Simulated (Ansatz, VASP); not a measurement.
# AlNi in VASP and in Ansatz

```
Al Ni
1.0
     0.00000   -2.86182    0.00000
     0.00000    0.00000   -2.86182
    11.78547   -0.71546   -0.71546
Al Ni
3 3
Direct
  0.98482 0.98482 0.06071
  0.92412 0.92412 0.30353
  0.86341 0.86341 0.54636
  0.33306 0.33306 0.66777
  0.45447 0.45447 0.18212
  0.39376 0.39376 0.42495
```

Alike in both runs: task single point; functional PBEsol; k mesh 15 × 15 × 5; occupations gaussian, width 0.15 eV; no spin polarisation.

|  | VASP | Ansatz |
| --- | --- | --- |
| version | VASP 6.6.1 | Ansatz 0.2.0 |
| potentials or method | VASP PAW PBE potentials, release 64 (Al, Ni), cutoff 520 eV | scalar-relativistic, plane waves, PAW |
| valence electrons in the cell | 39 | 63 |

Ansatz gave:

```
gap on the k mesh at the Fermi level (eV)                     : none
pressure (GPa)                                                : -4.7
traceless stress, the component that is largest in VASP (GPa) : 1.97
rms of the force components (eV/Å)                            : 0.303
```

Question: What did VASP give for the same quantities?

Answer: gap on the k mesh at the Fermi level (eV): none; pressure (GPa): -4.5; traceless stress, the component that is largest in VASP (GPa): 1.92; rms of the force components (eV/Å): 0.298.

VASP's potentials were made for PBE, not for PBEsol, and Ansatz warns of the same on its side. Atom by atom the forces differ by 0.006 eV/Å (rms over components). A gap of «none» marks a metal or a gap that the smearing closes. VASP's potentials hold 39 valence electrons a cell and Ansatz's 63, so a difference there can come from the potentials and not from the codes.
